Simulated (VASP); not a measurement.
# Cu (P6_3/mmc) in VASP: a series of runs

Cu is run at these levels: RPBE; tasks: single point.

All numbers are computed with VASP 6.6.1; they aren't measurements. Logs are shortened: lines on timing, memory, paths and dates and some standing lists are left out, and cuts for length are marked.

### 1 The cell of the first run

Symmetry: P6_3/mmc, No. 194, hexagonal system. The conventional cell has a = 2.665 Å, b = 2.665 Å, c = 4.362 Å, α = 90.00°, β = 90.00°, γ = 120.00°. Within 3.5 Å of Cu (site symmetry -6m2) lie 12 Cu at 2.66 to 2.67 Å.

### 2 Single point, RPBE (volume scaled by 1.08)

Contents of INCAR:

```
SYSTEM = Cu
PREC = Accurate
ENCUT = 520
EDIFF = 1E-7
ISMEAR = -1
SIGMA = 0.1
LREAL = .False.
LASPH = .True.
NELM = 100
ALGO = Normal
ISIF = 2
LWAVE = .False.
LCHARG = .False.
GGA = RP
NBANDS = 18
```

Contents of KPOINTS:

```
Automatic mesh
0
Gamma
  16 16 8
  0 0 0
```

Contents of POSCAR:

```
Cu
1.0
    2.6646704843      0.0000000000      0.0000000000
   -1.3323352421      2.3076723321      0.0000000000
    0.0000000000      0.0000000000      4.3622891445
Cu
2
Direct
    0.3333333333      0.6666666667      0.2500000000
    0.6666666667      0.3333333333      0.7500000000
```

Potentials or basis: VASP PAW PBE potentials, release 64 (Cu).

Command:

```bash
$ cat potpaw_PBE.64/Cu/POTCAR > POTCAR
$ mpirun -np 1 vasp_std > vasp.out
```

OUTCAR:

```text
SYSTEM = Cu
   PREC = Accurate
   ENCUT = 520
   EDIFF = 1E-7
   ISMEAR = -1
   LREAL = .False.
   LASPH = .True.
   NELM = 100
   ISIF = 2
   GGA = RP

 ion  position               nearest neighbor table
   1  0.333  0.667  0.250-   2 2.67   2 2.67   2 2.67   2 2.67   2 2.67   2 2.67
   2  0.667  0.333  0.750-   1 2.67   1 2.67   1 2.67   1 2.67   1 2.67   1 2.67

  LATTYP: Found a hexagonal cell.
 ALAT       =     2.6646704843
 C/A-ratio  =     1.6370838984

  Lattice vectors:

 A1 = (   2.6646704843,   0.0000000000,   0.0000000000)
 A2 = (  -1.3323352421,   2.3076723321,   0.0000000000)
 A3 = (   0.0000000000,   0.0000000000,   4.3622891445)

Analysis of symmetry for initial positions (statically):
=====================================================================
 Subroutine PRICEL returns:
 Original cell was already a primitive cell.

 Routine SETGRP: Setting up the symmetry group for a
 hexagonal supercell.

 Subroutine GETGRP returns: Found 24 space group operations
 (whereof 12 operations were pure point group operations)
 out of a pool of 24 trial point group operations.

The static configuration has the point symmetry D_3d.
 The point group associated with its full space group is D_6h.

Analysis of symmetry for dynamics (positions and initial velocities):
=====================================================================
 Subroutine PRICEL returns:
 Original cell was already a primitive cell.

 Routine SETGRP: Setting up the symmetry group for a
 hexagonal supercell.

 Subroutine GETGRP returns: Found 24 space group operations
 (whereof 12 operations were pure point group operations)
 out of a pool of 24 trial point group operations.

The dynamic configuration has the point symmetry D_3d.
 The point group associated with its full space group is D_6h.

 Subroutine INISYM returns: Found 24 space group operations
 (whereof 12 operations are pure point group operations),
 and found     1 'primitive' translations

----------------------------------------------------------------------------------------

                                     Primitive cell

  volume of cell :      26.8245

  direct lattice vectors                    reciprocal lattice vectors
     2.664670484  0.000000000  0.000000000     0.375280923  0.216668542  0.000000000
    -1.332335242  2.307672332  0.000000000     0.000000000  0.433337084  0.000000000
     0.000000000  0.000000000  4.362289145     0.000000000  0.000000000  0.229237441

  length of vectors
     2.664670484  2.664670484  4.362289145     0.433337084  0.433337084  0.229237441

  position of ions in fractional coordinates (direct lattice)
     0.333333333  0.666666667  0.250000000
     0.666666667  0.333333333  0.750000000

  ion indices of the primitive-cell ions
   primitive index   ion index
                 1           1
                 2           2

----------------------------------------------------------------------------------------

 KPOINTS: Automatic mesh

Automatic generation of k-mesh.
 Grid dimensions read from file:
 generate k-points for:   16   16    8

 Generating k-lattice:

  Cartesian coordinates                     Fractional coordinates (reciprocal lattice)
     0.023455058  0.013541784  0.000000000     0.062500000  0.000000000  0.000000000
     0.000000000  0.027083568  0.000000000     0.000000000  0.062500000  0.000000000
     0.000000000  0.000000000  0.028654680     0.000000000  0.000000000  0.125000000

  Length of vectors
     0.027083568  0.027083568  0.028654680

  Shift w.r.t. Gamma in fractional coordinates (k-lattice)
     0.000000000  0.000000000  0.000000000

 Subroutine IBZKPT returns following result:
 ===========================================

 Found    150 irreducible k-points:

 Following reciprocal coordinates:
            Coordinates               Weight
  0.000000  0.000000  0.000000      1.000000
  0.062500  0.000000  0.000000      6.000000
  0.125000  0.000000  0.000000      6.000000
  0.187500  0.000000  0.000000      6.000000
  0.250000  0.000000  0.000000      6.000000
  0.312500  0.000000  0.000000      6.000000
[... 16 lines left out ...]
  0.187500  0.187500  0.000000      6.000000
  0.250000  0.187500  0.000000     12.000000
 [... further k-points ...]
   k-points           NKPTS =    150   k-points in BZ     NKDIM =    150   number of bands    NBANDS=     18
   number of dos      NEDOS =    301   number of ions     NIONS =      2
   total plane-waves  NPLWV =  12800
   dimension x,y,z NGX =    20 NGY =   20 NGZ =   32
   dimension x,y,z NGXF=    40 NGYF=   40 NGZF=   64
   ions per type =               2
   NGX,Y,Z   is equivalent  to a cutoff of  12.48, 12.48, 12.20 a.u.
   NGXF,Y,Z  is equivalent  to a cutoff of  24.96, 24.96, 24.39 a.u.
 SYSTEM =  Cu
   PREC   = accura    normal or accurate (medium, high low for compatibility)
   ISTART =      0    job   : 0-new  1-cont  2-samecut
   ICHARG =      2    charge: 1-file 2-atom 10-const
   ISPIN  =      1    spin polarized calculation?
   LNONCOLLINEAR =      F non collinear calculations
   LSORBIT =      F    spin-orbit coupling
   LASPH  =      T    aspherical Exc in radial PAW
   ENCUT  =  520.0 eV  38.22 Ry    6.18 a.u.   4.95  4.95  8.11*2*pi/ulx,y,z
   NELM   =    100;   NELMIN=  2; NELMDL= -5     # of ELM steps
   EDIFF  = 0.1E-06   stopping-criterion for ELM
   LREAL  =      F    real-space projection
   EDIFFG = 0.1E-05   stopping-criterion for IOM
   NSW    =      0    number of steps for IOM
   IBRION =     -1    ionic relax: 0-MD 1-quasi-New 2-CG
   NFREE  =      0    steps in history (QN), initial steepest desc. (CG)
   ISIF   =      2    stress and relaxation
   ISYM   =      2    0-nonsym 1-usesym 2-fastsym
   POTIM  = 0.5000    time-step for ionic-motion
   TEBEG  =    0.0;   TEEND  =   0.0 temperature during run
   PSTRESS=    0.0 pullay stress
   NELECT =      22.0000    total number of electrons
   NUPDOWN=      -1.0000    fix difference up-down
   EMIN   =  10.00;   EMAX   =-10.00  energy-range for DOS
   EFERMI =   0.00;   METHOD = LEGACY
   ISMEAR =    -1;   SIGMA  =   0.10  broadening in eV -4-tet -1-fermi 0-gaus
   EFERMI_NEDOS =   21; number of points for ismear=-14 and -15
   IALGO  =     38    algorithm
   IMIX   =      4    mixing-type and parameters
     AMIX     =   0.40;   BMIX     =  1.00
     AMIX_MAG =   1.60;   BMIX_MAG =  1.00
  volume/ion in A,a.u.               =      13.41        90.51
  Fermi-wavevector in a.u.,A,eV,Ry     =   1.532398  2.895813 31.949811  2.348245
  Thomas-Fermi vector in A             =   2.639610
   LORBIT       =      0    0 simple, 1 ext, 2 COOP (PROOUT), +10 PAW based schemes
   GGA     = RP    functional components
   LHFCALC =     F    Hartree Fock is set to
   AEXX    =    0.0000 exact exchange contribution
   IVDW    =     0    specifies the selected vdW correction
   LEPSILON=     F    determine dielectric tensor
   LRPA    =     F    only Hartree local field effects (RPA)
 non-spin polarized calculation
  energy-cutoff  :      520.00
  volume of cell :       26.82
 maximum number of plane-waves:       756
 NGX is ok and might be reduce to    20
   NGX =  9   NGY =  9   NGZ = 17

 number of electron      21.9999967 magnetization

 Free energy of the ion-electron system (eV)
  ---------------------------------------------------
  ext. energy  EPLUGINS =         0.00000000
  ---------------------------------------------------
  free energy    TOTEN  =        -6.45914475 eV

  energy without entropy =       -6.43360504  energy(sigma->0) =       -6.44637490

 E-fermi :   6.2447     XC(G=0): -11.8642

 val. band max:        6.2070580060   @ k =   0.2500   0.1250   0.3750
 cond. band min:       6.2754829475   @ k =   0.5000   0.0000   0.2500
 fundamental gap:      0.0684249415
 Fermi energy:         6.2447203308

 k-point     1 :       0.0000    0.0000    0.0000
  band No.  band energies     occupation
      1      -2.1464      2.00000
      2       1.8627      2.00000
      3       3.6028      2.00000
      4       3.6616      2.00000
      5       3.6616      2.00000
      6       3.8277      2.00000
[... 10 lines left out ...]
     17      27.9569      0.00000
     18      27.9569      0.00000

 k-point     2 :       0.0625    0.0000    0.0000
  band No.  band energies     occupation
      1      -2.0306      2.00000
      2       1.9279      2.00000
      3       3.5445      2.00000
      4       3.6995      2.00000
      5       3.7111      2.00000
      6       3.8092      2.00000
[... 10 lines left out ...]
     17      28.9255      0.00000
     18      29.0766      0.00000

 k-point     3 :       0.1250    0.0000    0.0000
  band No.  band energies     occupation
      1      -1.6872      2.00000
      2       2.1075      2.00000
      3       3.4425      2.00000
      4       3.7342      2.00000
      5       3.7873      2.00000
      6       3.8093      2.00000
[... 10 lines left out ...]
     17      28.3090      0.00000
     18      29.0396      0.00000

 k-point     4 :       0.1875    0.0000    0.0000
  band No.  band energies     occupation
      1      -1.1287      2.00000
      2       2.3463      2.00000
      3       3.3327      2.00000
      4       3.4136      2.00000
      5       3.6664      2.00000
      6       3.9009      2.00000
[... 375 lines left out ...]
      4       3.4445      2.00000
      5       3.5545      2.00000
      6       3.6579      2.00000
[... 10 lines left out ...]
     17      16.3562      0.00000
     18      23.3434      0.00000

 k-point    23 :       0.1875    0.1875    0.0000
  band No.  band energies     occupation
      1       0.6947      2.00000
      2       2.8032      2.00000
      3       2.8755      2.00000
      4       3.0043      2.00000
      5       3.5711      2.00000
      6       3.6829      2.00000
[... 10 lines left out ...]
     17      22.9006      0.00000
     18      22.9068      0.00000

 k-point    24 :       0.2500    0.1875    0.0000
  band No.  band energies     occupation
      1       1.4990      2.00000
      2       2.7580      2.00000
      3       2.7886      2.00000
      4       2.9982      2.00000
      5       3.5106      2.00000
      6       3.7678      2.00000
[... 10 lines left out ...]
     17      20.7197      0.00000
     18      22.1273      0.00000

 [... further k-points ...]
[... 5 lines left out ...]
  --------------------------------------------------------------------------------------
  -------------------------------------------------------------------------------------
  Total       -1.2202357     -1.2202357     -1.2044635     -0.0000000     -0.0000000      0.0000000
  in kB      -72.8823233    -72.8823233    -71.9402819     -0.0000000     -0.0000000      0.0000000
  external PRESSURE =     -72.5683095 kB  Pullay stress =       0.0000000 kB

 VOLUME and BASIS-vectors are now :
 -----------------------------------------------------------------------------
  energy-cutoff  :      520.00
  volume of cell :       26.82
      direct lattice vectors                 reciprocal lattice vectors
     2.664670484  0.000000000  0.000000000     0.375280923  0.216668542  0.000000000
    -1.332335242  2.307672332  0.000000000     0.000000000  0.433337084  0.000000000
     0.000000000  0.000000000  4.362289145     0.000000000  0.000000000  0.229237441

 POSITION                                       TOTAL-FORCE (eV/Angst)
 -----------------------------------------------------------------------------------
     -0.00000      1.53845      1.09057        -0.000000      0.000000      0.000000
      1.33234      0.76922      3.27172         0.000000     -0.000000      0.000000
 -----------------------------------------------------------------------------------
    total drift:                               -0.000000      0.000000     -0.000000

  FREE ENERGIE OF THE ION-ELECTRON SYSTEM (eV)
  ---------------------------------------------------
  free  energy   TOTEN  =        -6.4591447480 eV

  energy  without entropy=       -6.4336050442  energy(sigma->0) =       -6.44637490
```

Run time: 42 s. Hardware: 1 thread of Intel Xeon 6975P-C, shared host; peak memory 0.18 GiB.

Results:

| Property | Result |
| --- | --- |
| Free energy | -6.4591 eV |
| Pressure | -7.3 GPa |
| Band gap on the k mesh | zero (band 11 reaches 9.61 eV, above the bottom of band 12 at 4.49 eV) |

Caveat: the PAW data sets were made with another functional, which shifts forces and pressure a little.

### 3 Single point, RPBE (volume scaled by 1.12)

Contents of INCAR:

```
PREC = Accurate
ENCUT = 520
EDIFF = 1E-7
ISMEAR = -1
SIGMA = 0.1
LREAL = False
LASPH = True
NELM = 80
ALGO = Normal
ISIF = 2
LWAVE = False
LCHARG = False
GGA = RP
NBANDS = 18
```

Contents of KPOINTS:

```
regular mesh
0
Gamma
  16 16 8
```

Contents of POSCAR:

```
Cu
1.0
    2.6971696688      0.0000000000      0.0000000000
   -1.3485848344      2.3358174515      0.0000000000
    0.0000000000      0.0000000000      4.4154930361
Cu
2
Direct
    0.3333333333      0.6666666667      0.2500000000
    0.6666666667      0.3333333333      0.7500000000
```

Potentials or basis: VASP PAW PBE potentials, release 64 (Cu).

Command:

```bash
$ cat potpaw_PBE.64/Cu/POTCAR > POTCAR
$ mpirun -np 1 vasp_std > vasp.out
```

Wall time 48 s (1 thread of Intel Xeon 6975P-C, shared host); peak memory 0.18 GiB.

It converged, with:

```
Free energy            : -6.4063 eV
Pressure               : -9.9 GPa
Band gap on the k mesh : zero (band 11 reaches 9.16 eV, above the bottom of band 12 at 4.15 eV)
```

Stress tensor (GPa, compression positive):
```
-9.96  0.00  0.00
 0.00 -9.96  0.00
 0.00  0.00 -9.84
```

Levels at points of the mesh, in eV from the Fermi level:
| k point | band 9 | band 10 | band 11 | band 12 | band 13 | band 14 |
| --- | --- | --- | --- | --- | --- | --- |
| (0.00, 0.00, 0.00) | -2.12 | -1.54 | -1.54 | -0.56 | 3.02 | 19.50 |
| (0.50, 0.00, 0.00) | -1.44 | -1.39 | 0.07 | 1.30 | 7.08 | 7.25 |
| (0.00, 0.00, 0.50) | -1.72 | -1.72 | -1.72 | -1.72 | 11.12 | 11.12 |
| (0.50, 0.00, 0.50) | -1.42 | -1.42 | 0.70 | 0.70 | 4.06 | 4.06 |

Caveat: the PAW data sets were made with another functional, which shifts forces and pressure a little.

[end of part 1 of 2]
